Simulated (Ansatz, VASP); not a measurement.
**One calculation of Ta, two programs**

INCAR

```
AGGAC = 1.0
AGGAX = 1.0
ALDAC = 0.0
ALDAX = 1.0
ALGO = Normal
EDIFF = 1E-6
ENCUT = 520
GGA = B5
ISIF = 2
ISMEAR = -1
LASPH = True
LCHARG = True
LELF = True
LREAL = False
LVHAR = True
LWAVE = False
NBANDS = 18
NELM = 80
PREC = Accurate
SIGMA = 0.1
```

The input KPOINTS:

```
k-points
0
Gamma
  10 10 10
```

File POSCAR:

```
Ta
1.0
    0.0000000000      3.2221459129      3.2221459129
    3.2221459129      0.0000000000      3.2221459129
    3.2221459129      3.2221459129      0.0000000000
Ta
2
Direct
    0.1250000000      0.1250000000      0.1250000000
    0.8750000000      0.8750000000      0.8750000000
```

Input for Ansatz:

```yaml
crystal:
  lattice:
    - [0.0, 3.2221459129, 3.2221459129]
    - [3.2221459129, 0.0, 3.2221459129]
    - [3.2221459129, 3.2221459129, 0.0]
  atoms:
    - { symbol: Ta, position: [0.125, 0.125, 0.125] }
    - { symbol: Ta, position: [0.875, 0.875, 0.875] }
hamiltonian:
  xc: blyp
  pseudopotentials:
    kind: paw
    azcp:
      Ta: "pseudopotentials/Ta.paw.azcp"
basis:
  ecutwfc: 420
  fft_grid_basis: typed
kpoints:
  mp_grid: { grid: [10, 10, 10], shift: [0, 0, 0] }
magnetization:
  spin_polarized: false
scf:
  occupations: { method: fermi_dirac, width: 0.1 }
  lower_state_search: "off"
output:
  stress: true
```

Alike in both runs: task single point; functional BLYP; k mesh 10 × 10 × 10; occupations fermi-dirac, width 0.1 eV; no spin polarisation.

|  | VASP | Ansatz |
| --- | --- | --- |
| version | VASP 6.6.1 | Ansatz 0.2.0 |
| potentials or method | VASP PAW PBE potentials, release 64 (Ta_pv), cutoff 520 eV | plane waves (420 eV) with PAW, scalar-relativistic |
| valence electrons in the cell | 22 | 26 |

|  | VASP | Ansatz | Ansatz less VASP |
| --- | --- | --- | --- |
| pressure (GPa) | -5.7 | -5.8 | -0.15 |

VASP's potentials were made for PBE, not for BLYP. With one functional, cell and mesh, what is left measures potentials, basis and numerics. VASP's potentials hold 22 valence electrons a cell and Ansatz's 26, so a difference there can come from the potentials and not from the codes.

Neither program's run includes spin-orbit coupling.
